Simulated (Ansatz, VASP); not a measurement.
Two plane-wave programs on NaCl

The input POSCAR:

```
NaCl
1.0
    0.0000000000      2.7940632177      2.7940632177
    2.7940632177      0.0000000000      2.7940632177
    2.7940632177      2.7940632177      0.0000000000
Cl Na
1 1
Direct
    0.5000000000      0.5000000000      0.5000000000
    0.0000000000      0.0000000000      0.0000000000
```

INCAR.step1

```
ALGO = Normal
EDIFF = 1E-5
ENCUT = 600
GGA = PE
ISMEAR = -1
LASPH = True
LCHARG = False
LREAL = False
LWAVE = True
NBANDS = 14
NELM = 100
PREC = Accurate
SIGMA = 0.05
```

INCAR.step2

```
AEXX = 0.25
ALGO = Normal
EDIFF = 1E-6
EDIFFG = -0.01
ENCUT = 600
GGA = PS
IBRION = 2
ISIF = 3
ISMEAR = -1
ISTART = 1
LASPH = True
LCHARG = False
LHFCALC = True
LREAL = False
LWAVE = False
NELM = 100
NSW = 60
PREC = Accurate
PRECFOCK = Normal
SIGMA = 0.05
```

KPOINTS

```
k-points
0
Gamma
  4 4 4
```

Contents of input.yaml:

```yaml
crystal:
  lattice:
    - [0.0, 2.7940632177, 2.7940632177]
    - [2.7940632177, 0.0, 2.7940632177]
    - [2.7940632177, 2.7940632177, 0.0]
  atoms:
    - { symbol: Cl, position: [0.5, 0.5, 0.5] }
    - { symbol: Na, position: [0.0, 0.0, 0.0] }
hamiltonian:
  xc: { exchange: pbesol, correlation: pbesol, exx: { coeff: 0.25 } }
  pseudopotentials: { kind: paw }
kpoints:
  mp_grid: { grid: [4, 4, 4] }
scf:
  occupations: { method: fermi_dirac, width: 0.05 }
output:
  forces: true
  stress: true
relax:
  f_tol: 0.01
  max_steps: 40
  cell: { stress_tol: 0.05 }
```

Alike in both runs: task relaxation of cell and atoms; functional PBEsol-based global hybrid; k mesh 4 × 4 × 4; occupations fermi-dirac, width 0.05 eV; no spin polarisation.

```csv
,VASP,Ansatz
version,VASP 6.6.1,Ansatz 0.2.0
potentials or method,"VASP PAW PBE potentials, release 64 (Cl, Na_pv)",Ansatz PAW
plane-wave cutoff (eV),600,420
valence electrons in the cell,14,16
```

Ansatz gave:

* gap on the k mesh at the Fermi level, each at its own relaxed structure (eV): 7.18
* relaxed volume (Å³/atom): 21.76
* relaxed cell length with the largest relative difference (Å): 3.948

Task: Which values does VASP return?

Result: gap on the k mesh at the Fermi level, each at its own relaxed structure (eV): 7.19; relaxed volume (Å³/atom): 21.77; relaxed cell length with the largest relative difference (Å): 3.949.

VASP's potentials were made for PBE, not for PBEsol-based global hybrid. VASP's potentials hold 14 valence electrons a cell and Ansatz's 16, so a difference there can come from the potentials and not from the codes.

The k mesh is coarse, so the values compare programs but aren't converged. Noted on Ansatz's run: the plane-wave basis is chosen anew once the cell has moved, so the energies of steps on either side of that aren't comparable.
